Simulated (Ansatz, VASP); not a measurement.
One calculation of NaCl, two programs

Contents of INCAR:

```
ALGO = Normal
EDIFF = 1E-6
ENCUT = 520
GGA = PE
ISIF = 2
ISMEAR = 0
LASPH = T
LCHARG = F
LREAL = F
LWAVE = F
NBANDS = 14
NELM = 100
PREC = Accurate
SIGMA = 0.05
```

File KPOINTS:

```
k-points
0
Gamma
  6 6 6
```

The input POSCAR:

```
NaCl
1.0
    3.4146352500      0.0000000000      0.0000000000
    0.0000000000      3.4146352500      0.0000000000
    0.0000000000      0.0000000000      3.5021900000
Na Cl
1 1
Direct
    0.0000000000      0.0000000000      0.0000000000
    0.5000000000      0.5000000000      0.5000000000
```

Input for Ansatz:

```yaml
crystal:
  lattice:
    - [3.41463525, 0.0, 0.0]
    - [0.0, 3.41463525, 0.0]
    - [0.0, 0.0, 3.50219]
  atoms:
    - { symbol: Na, position: [0.0, 0.0, 0.0] }
    - { symbol: Cl, position: [0.5, 0.5, 0.5] }
basis:
  ecutwfc: 420
kpoints:
  mp_grid: { grid: [6, 6, 6] }
hamiltonian:
  xc: pbe
scf:
  occupations: { method: gaussian, width: 0.05 }
output:
  forces: true
  stress: true
  eigenvalues: true
```

Change from the starting cell: strain -0.025 along x and y, +0.000 along z, atoms carried along.

Alike in both runs: task single point; functional PBE; k mesh 6 × 6 × 6; occupations gaussian, width 0.05 eV; no spin polarisation.

|  | VASP | Ansatz |
| --- | --- | --- |
| version | VASP 6.6.1 | Ansatz 0.2.0 |
| potentials or method | VASP PAW PBE potentials, release 64 (Na_pv, Cl), cutoff 520 eV | scalar-relativistic, plane waves, PAW |
| valence electrons in the cell | 14 | 16 |

|  | VASP | Ansatz | Ansatz less VASP |
| --- | --- | --- | --- |
| gap on the k mesh at the Fermi level (eV) | 4.09 | 4.09 | 0.000 |
| least direct gap on the mesh (eV) | 4.60 | 4.60 | 0.000 |
| pressure (GPa) | 1.6 | 1.6 | +0.05 |
| traceless stress, the component that is largest in VASP (GPa) | -1.40 | -1.40 | -0.001 |

The functional is the same, so the differences come from potentials, cutoffs and numerics. VASP's potentials hold 14 valence electrons a cell and Ansatz's 16, so a difference there can come from the potentials and not from the codes.
